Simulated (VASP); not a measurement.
Set up this calculation in VASP 6.6.1, as the native input.

* Task: single point
* Functional: PBE
* Potentials or basis: VASP PAW PBE potentials, release 64 (Ba_sv, Ti_sv, O_h)
* Cutoff: 1340 eV
* k mesh: 8 × 8 × 8
* Occupations: gaussian, width 0.05 eV
* Spin: no spin polarisation
* Hubbard terms: Ti d U = 4.0 eV
* Dipole correction: no
* Further INCAR settings: ALGO = Normal; EDIFF = 1e-06; NBANDS = 28

The structure of BaTiO3 lies in POSCAR:

```
BaTiO3
1.0
    3.9615697246      0.0000000000      0.0000000000
    0.0000000000      3.9615697246      0.0000000000
    0.0000000000      0.0000000000      3.9615697246
Ba Ti O
1 1 3
Direct
    0.5000000000      0.5000000000      0.5000000000
    0.0000000000      0.0000000000      0.0000000000
    0.5000000000      0.0000000000      0.0000000000
    0.0000000000      0.5000000000      0.0000000000
    0.0000000000      0.0000000000      0.5000000000
```

One way to write it, as run:

INCAR

```
PREC     = Accurate       # precision mode
ENCUT    = 1340           # plane-wave cutoff, eV
EDIFF    = 1E-6           # SCF threshold, eV
ISMEAR   = 0              # smearing method
SIGMA    = 0.05           # smearing width, eV
LREAL    = F              # projectors in reciprocal space
LASPH    = T              # aspherical terms in the spheres
NELM     = 200            # most SCF steps
ALGO     = Normal         # electronic algorithm
ISIF     = 2              # what is computed and relaxed
LWAVE    = F              # write WAVECAR
LCHARG   = T              # write CHGCAR
LMAXMIX  = 4              # l up to which the mixer works
LDAU     = T              # DFT+U
LDAUTYPE = 2            
LDAUL    = -1 2 -1        # shell
LDAUU    = 0 4 0          # U, eV
LDAUJ    = 0 0 0        
LDAUPRINT= 1            
GGA      = PE             # functional
LELF     = T              # ELF
LVHAR    = T            
NBANDS   = 28             # bands
GGA_COMPAT= F
```

KPOINTS

```
regular mesh
0
Gamma
  8 8 8
```

Potentials or basis: VASP PAW PBE potentials, release 64 (Ba_sv, Ti_sv, O_h).

Launch:

```console
$ cat potpaw_PBE.64/Ba_sv/POTCAR potpaw_PBE.64/Ti_sv/POTCAR potpaw_PBE.64/O_h/POTCAR > POTCAR
$ mpirun -np 1 vasp_std > vasp.out
```

It gave:

```yaml
Pressure: 13.1 GPa
Band_gap_on_the_k_mesh: 2.29 eV (least direct gap 2.45 eV)
```

Caveat: the cell stands under pressure; spin-orbit coupling is left out, which moves the levels of the heavy elements.

It took 5.5 min on 1 thread of AMD EPYC 7R43 64-Core Processor (Zen 3) (shared host), peak memory 0.44 GiB.
